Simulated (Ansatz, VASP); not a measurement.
Nb: VASP beside Ansatz

```
CELL_PARAMETERS angstrom
-1.58459 1.58459 1.58459
1.58459 -1.58459 1.58459
1.58459 1.58459 -1.58459
ATOMIC_POSITIONS crystal
Nb 0.00000 0.00000 0.00000
```

Alike in both runs: task single point; functional PBE; k mesh 22 × 22 × 22; occupations fermi-dirac, width 0.05 eV; collinear spin.

```csv
,VASP,Ansatz
version,VASP 6.6.1,Ansatz 0.2.0
potentials or method,"VASP PAW PBE potentials, release 64 (Nb_sv), cutoff 520 eV","plane waves (420 eV) with PAW, scalar-relativistic"
valence electrons in the cell,13,13
```

|  | VASP | Ansatz | Ansatz less VASP |
| --- | --- | --- | --- |
| pressure (GPa) | 27.7 | 28.0 | +0.36 |
| net moment per atom (μB) | 0.00 | 0.00 | 0.000 |

With one functional, cell and mesh, what is left measures potentials, basis and numerics. Ansatz's warnings: seeded moment not kept.
